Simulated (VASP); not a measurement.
A run of VASP 6.6.1:

File INCAR:

```
  PREC = Accurate
  ENCUT = 1000
  EDIFF = 1E-6
  ISMEAR = -1
  SIGMA = 0.02
  LREAL = False
  LASPH = True
  NELM = 120
  ALGO = Normal
  ISIF = 2
  LWAVE = False
  LCHARG = False
  GGA = PE
  NBANDS = 33
  GGA_COMPAT = False
```

KPOINTS

```
regular mesh
0
Gamma
  1 1 1
```

File POSCAR:

```
H9ClO4
1.0
    5.5504990000      0.0000000000      0.0000000000
    0.0000000000      5.5504990000      0.0000000000
    0.0000000000      0.0000000000      5.5504990000
O H Cl
4 9 1
Direct
    0.4298777571     -0.0948921414     -0.0595282209
   -0.0193425453      0.7405954424      0.6798008511
    0.6913211360      0.5605943711      0.2613715615
    0.7329621818      0.2555417702      0.6841054443
    0.3418457340     -0.0138841158      0.0699527588
    0.5197635386      0.0367593263     -0.1376597479
    0.1437002925      0.7703210074      0.7417634573
   -0.1035864255      0.8905230911      0.7141348806
    0.8110930358      0.6526811272      0.3514173065
    0.6165538453      0.6749717599      0.1482116032
    0.7924220006      0.4012994503      0.7658238425
    0.6415818919      0.3231518249      0.5478512817
    0.0095213247      0.2340550971      0.4913376146
    0.2108564323      0.2632974892      0.3686385667
```

Potentials or basis: VASP PAW PBE potentials, release 64 (O_h, H_h, Cl).

The run is started by

```bash
$ cat potpaw_PBE.64/O_h/POTCAR potpaw_PBE.64/H_h/POTCAR potpaw_PBE.64/Cl/POTCAR > POTCAR
$ mpirun -np 1 vasp_gam > vasp.out
```

Hardware: 1 thread of Intel(R) Xeon(R) Platinum 8488C (Sapphire Rapids), on a shared host.

**Question.** Estimate the wall time of this run.

**Answer.** Run time: 24 s on 1 thread of Intel(R) Xeon(R) Platinum 8488C (Sapphire Rapids) (shared host), peak memory 0.44 GiB. Counts: scf iterations 15, k points 1.
